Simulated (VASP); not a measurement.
Wanted: the native input for a VASP 6.6.1 run.

| Property | Result |
| --- | --- |
| Task | single point |
| Functional | PBEsol |
| Potentials or basis | VASP PAW PBE potentials, release 64 (Ge_d) |
| Cutoff | 520 eV |
| k mesh | 14 × 14 × 14 |
| Occupations | gaussian, width 0.1 eV |
| Spin | no spin polarisation |
| Dipole correction | no |
| Further INCAR settings | ALGO = Fast; EDIFF = 1e-06; NBANDS = 13 |

The structure of Ge lies in POSCAR:

```
Ge
1.0
    1.5152360335     -2.7056288567      0.0378627379
    1.5152360335      2.7056288567      0.0378627379
    0.0731220601      0.0000000000      2.7214627689
Ge
1
Direct
    0.5000000000      0.5000000000      0.0000000000
```

This cell differs from its parent crystal: strained.

The input as run:

INCAR

```
SYSTEM = Ge
PREC = Accurate
ENCUT = 520
EDIFF = 1E-6
ISMEAR = 0
SIGMA = 0.1
LREAL = .False.
LASPH = .True.
NELM = 80
ALGO = Fast
ISIF = 2
LWAVE = .False.
LCHARG = .False.
GGA = PS
NBANDS = 13
```

KPOINTS

```
regular mesh
0
Gamma
  14 14 14
  0 0 0
```

Potentials or basis: VASP PAW PBE potentials, release 64 (Ge_d).

Run with:

```sh
$ cat potpaw_PBE.64/Ge_d/POTCAR > POTCAR
$ mpirun -np 1 vasp_std > vasp.out
```

It gave:

```
Pressure               : -9.5 GPa
Band gap on the k mesh : zero (band 7 reaches 10.83 eV, above the bottom of band 8 at 2.54 eV)
```

Caveat: the cell differs from its parent crystal (strained); the PAW data sets were made with another functional, which shifts forces and pressure a little.

It took 4.2 min on 1 thread of AMD EPYC 7R13, on a shared host, peak memory 0.26 GiB.
